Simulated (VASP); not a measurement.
# Cr (P6_3/mmc) in VASP: notebook, part 3 of 3

VASP 6.6.1. The steps go on from the part before.

### Step 5. Single point, PBE, collinear spin, ferromagnetic start (11.90 Å³/atom)

This run uses another cell than the first one, of 11.90 Å³/atom.

Contents of INCAR:

```
PREC = Accurate
ENCUT = 520
EDIFF = 1E-6
ISMEAR = -1
SIGMA = 0.05
LREAL = F
LASPH = T
NELM = 150
ALGO = Normal
ISIF = 2
LWAVE = F
LCHARG = F
ISPIN = 2
MAGMOM = 1.5 1.5 1.5 1.5
LORBIT = 11
LMAXMIX = 4
GGA = PE
NBANDS = 36
```

Contents of KPOINTS:

```
regular mesh
0
Gamma
  16 16 4
```

Contents of POSCAR:

```
Cr
1.0
    2.4972468233      0.0000000000      0.0000000000
   -1.2486234116      2.1626791885      0.0000000000
    0.0000000000      0.0000000000      8.8127274676
Cr
4
Direct
    1.0000000000      1.0000000000      0.0000000000
    1.0000000000      1.0000000000      0.5000000000
    0.3333333333      0.6666666667      0.2500000000
    0.6666666667      0.3333333333      0.7500000000
```

Potentials or basis: VASP PAW PBE potentials, release 64 (Cr_pv).

Started as:

```sh
$ cat potpaw_PBE.64/Cr_pv/POTCAR > POTCAR
$ mpirun -np 1 vasp_std > vasp.out
```

OUTCAR:

```text
PREC = Accurate
   ENCUT = 520
   EDIFF = 1E-6
   ISMEAR = -1
   LREAL = F
   LASPH = T
   NELM = 150
   ISIF = 2
   ISPIN = 2
   LORBIT = 11
   GGA = PE

 ion  position               nearest neighbor table
   1  0.000  0.000  0.000-   3 2.63   4 2.63   3 2.63   4 2.63   4 2.63   3 2.63
   2  0.000  0.000  0.500-   3 2.63   4 2.63   3 2.63   4 2.63   4 2.63   3 2.63
   3  0.333  0.667  0.250-   1 2.63   2 2.63   1 2.63   2 2.63   1 2.63   2 2.63
   4  0.667  0.333  0.750-   1 2.63   2 2.63   1 2.63   2 2.63   1 2.63   2 2.63

  LATTYP: Found a hexagonal cell.
 ALAT       =     2.4972468233
 C/A-ratio  =     3.5289773463

  Lattice vectors:

 A1 = (   2.4972468233,   0.0000000000,   0.0000000000)
 A2 = (  -1.2486234116,   2.1626791885,   0.0000000000)
 A3 = (   0.0000000000,   0.0000000000,   8.8127274676)

Analysis of symmetry for initial positions (statically):
=====================================================================
 Subroutine PRICEL returns:
 Original cell was already a primitive cell.

 Routine SETGRP: Setting up the symmetry group for a
 hexagonal supercell.

 Subroutine GETGRP returns: Found 24 space group operations
 (whereof 12 operations were pure point group operations)
 out of a pool of 24 trial point group operations.

The static configuration has the point symmetry D_3d.
 The point group associated with its full space group is D_6h.

Analysis of symmetry for dynamics (positions and initial velocities):
=====================================================================
 Subroutine PRICEL returns:
 Original cell was already a primitive cell.

 Routine SETGRP: Setting up the symmetry group for a
 hexagonal supercell.

 Subroutine GETGRP returns: Found 24 space group operations
 (whereof 12 operations were pure point group operations)
 out of a pool of 24 trial point group operations.

The dynamic configuration has the point symmetry D_3d.
 The point group associated with its full space group is D_6h.

[... 161 lines left out ...]
  ext. energy  EPLUGINS =         0.00000000
  ---------------------------------------------------
  free energy    TOTEN  =       -36.52040506 eV

  energy without entropy =      -36.46736668  energy(sigma->0) =      -36.49388587

 E-fermi :  10.3845     XC(G=0): -13.4822

 val. band max:       10.3843678805   @ k =   0.1250   0.0000   0.5000
 cond. band min:      10.3854855575   @ k =   0.3125   0.0625   0.5000
 fundamental gap:      0.0011176770
 Fermi energy:        10.3845149793

 spin component 1

 k-point     1 :       0.0000    0.0000    0.0000
  band No.  band energies     occupation
      1     -32.8739      1.00000
      2     -32.5376      1.00000
      3     -32.5300      1.00000
      4     -32.1820      1.00000
      5     -32.0621      1.00000
      6     -32.0621      1.00000
[... 925 lines left out ...]
     35      14.3827      0.00000
     36      17.8258      0.00000

 [... further k-points ...]

 spin component 2

 k-point     1 :       0.0000    0.0000    0.0000
  band No.  band energies     occupation
      1     -32.8740      1.00000
      2     -32.5378      1.00000
      3     -32.5300      1.00000
      4     -32.1821      1.00000
      5     -32.0622      1.00000
      6     -32.0622      1.00000
[... 925 lines left out ...]
     35      14.3826      0.00000
     36      17.8243      0.00000

 [... further k-points ...]
[... 5 lines left out ...]
  --------------------------------------------------------------------------------------
  -------------------------------------------------------------------------------------
  Total       -0.0919702     -0.0919702     -0.2035977     -0.0000000     -0.0000000      0.0000000
  in kB       -3.0959486     -3.0959486     -6.8536125     -0.0000000     -0.0000000      0.0000000
  external PRESSURE =      -4.3485032 kB  Pullay stress =       0.0000000 kB

 VOLUME and BASIS-vectors are now :
 -----------------------------------------------------------------------------
  energy-cutoff  :      520.00
  volume of cell :       47.60
      direct lattice vectors                 reciprocal lattice vectors
     2.497246823  0.000000000  0.000000000     0.400440994  0.231194716  0.000000000
    -1.248623412  2.162679188  0.000000000     0.000000000  0.462389431  0.000000000
     0.000000000  0.000000000  8.812727468     0.000000000  0.000000000  0.113472248

 POSITION                                       TOTAL-FORCE (eV/Angst)
 -----------------------------------------------------------------------------------
      0.00000      0.00000      0.00000         0.000000      0.000000      0.000000
      0.00000      0.00000      4.40636         0.000000      0.000000      0.000000
     -0.00000      1.44179      2.20318        -0.000000      0.000000      0.000000
      1.24862      0.72089      6.60955         0.000000      0.000000     -0.000000
 -----------------------------------------------------------------------------------
    total drift:                                0.000000     -0.000000      0.000000

  FREE ENERGIE OF THE ION-ELECTRON SYSTEM (eV)
  ---------------------------------------------------
  free  energy   TOTEN  =       -36.5204050645 eV

  energy  without entropy=      -36.4673666788  energy(sigma->0) =      -36.49388587

 total charge

# of ion       s       p       d       tot
------------------------------------------
    1        0.441   6.371   4.209  11.021
    2        0.441   6.371   4.209  11.021
    3        0.442   6.373   4.203  11.018
    4        0.442   6.373   4.203  11.018
--------------------------------------------------
tot          1.766  25.489  16.823  44.078

 magnetization (x)

# of ion       s       p       d       tot
------------------------------------------
    1        0.000   0.000  -0.000   0.000
    2        0.000   0.000  -0.000   0.000
    3       -0.000  -0.000  -0.000  -0.000
    4       -0.000  -0.000  -0.000  -0.000
--------------------------------------------------
tot         -0.000  -0.000  -0.000  -0.000
```

Wall time 3.6 min (1 thread of AMD EPYC 9R45 (Zen 5), shared host); peak memory 0.3 GiB.

Results:

```
Free energy                                           : -36.5204 eV
Pressure                                              : -0.4 GPa
Band gap on the k mesh                                : zero (filled and empty bands overlap)
Net moment                                            : 0.00 μB per cell
Valence electrons inside the program's atomic spheres : Cr 11.02
```

Stress tensor (GPa, compression positive):
```
-0.31  0.00  0.00
 0.00 -0.31  0.00
 0.00  0.00 -0.69
```

### Step 6. Single point, PBE, collinear spin, antiferromagnetic start (13.33 Å³/atom)

Contents of INCAR:

```
SYSTEM = Cr
PREC     = Accurate       ! precision mode
ENCUT    = 500            ! plane-wave cutoff, eV
EDIFF    = 1E-6           ! SCF threshold, eV
ISMEAR   = -1             ! smearing method
SIGMA    = 0.05           ! smearing width, eV
LREAL    = .False.        ! projectors in reciprocal space
LASPH    = .True.         ! aspherical terms in the spheres
NELM     = 200            ! most SCF steps
ALGO     = Normal         ! electronic algorithm
ISIF     = 2              ! what is computed and relaxed
LWAVE    = .False.        ! write WAVECAR
LCHARG   = .False.        ! write CHGCAR
ISPIN    = 2              ! spin polarisation
MAGMOM   = 1.5 1.5 -1.5 -1.5 ! initial moments
LORBIT   = 11             ! projections on sites
LMAXMIX  = 4              ! l up to which the mixer works
GGA      = PE             ! functional
NBANDS   = 36             ! bands
GGA_COMPAT= .False.
```

Contents of KPOINTS:

```
Automatic mesh
0
Gamma
  16 16 4
  0 0 0
```

Contents of POSCAR:

```
Cr
1.0
    2.5933877130      0.0000000000      0.0000000000
   -1.2966938565      2.2459396413      0.0000000000
    0.0000000000      0.0000000000      9.1520073224
Cr
4
Direct
    0.0000000000      0.0000000000      1.0000000000
    0.0000000000      0.0000000000      0.5000000000
    0.3333333333      0.6666666667      0.2500000000
    0.6666666667      0.3333333333      0.7500000000
```

Potentials or basis: VASP PAW PBE potentials, release 64 (Cr_pv).

Started as:

```sh
$ cat potpaw_PBE.64/Cr_pv/POTCAR > POTCAR
$ mpirun -np 1 vasp_std > vasp.out
```

Run time: 5.4 min. Hardware: 1 thread of Intel Xeon Platinum 8375C at 2.90GHz (Ice Lake), shared host; peak memory 0.33 GiB.

The run converged. Its results:

```yaml
Free_energy: -36.0944 eV
Pressure: -21.5 GPa
Band_gap_on_the_k_mesh: zero (filled and empty bands overlap)
Net_moment: 0.00 μB per cell
Valence_electrons_inside_the_program's_atomic_spheres: Cr 10.81, 10.80 (each value once)
```

Stress tensor (GPa, compression positive):
```
-22.17   0.00   0.00
  0.00 -22.17   0.00
  0.00   0.00 -20.17
```

Levels at points of the mesh, in eV from the Fermi level:
Spin up:
```csv
k point,band 20,band 21,band 22,band 23,band 24,band 25,band 26,band 27,band 28,band 29
"(0.00, 0.00, 0.00)",-0.35,-0.35,-0.28,-0.28,-0.19,-0.14,-0.14,-0.05,-0.05,0.98
"(0.50, 0.00, 0.00)",-1.23,-0.70,-0.28,-0.16,0.80,0.80,1.48,1.96,1.97,2.19
"(0.00, 0.00, 0.50)",-0.96,-0.29,-0.29,-0.29,-0.29,-0.14,-0.14,-0.14,-0.14,1.13
"(0.50, 0.00, 0.50)",-1.34,0.05,0.05,0.11,0.11,0.52,0.52,1.60,1.60,2.38
```
Spin down:
```
           k point  band 21  band 22  band 23  band 24  band 25  band 26  band 27  band 28
(0.00, 0.00, 0.00)    -0.35    -0.28    -0.28    -0.19    -0.14    -0.14    -0.05    -0.05
(0.50, 0.00, 0.00)    -0.70    -0.28    -0.16     0.80     0.80     1.48     1.96     1.97
(0.00, 0.00, 0.50)    -0.29    -0.29    -0.29    -0.29    -0.13    -0.13    -0.13    -0.13
(0.50, 0.00, 0.50)     0.05     0.05     0.11     0.11     0.52     0.52     1.60     1.60
```

Caveat: the cell stands under tension.
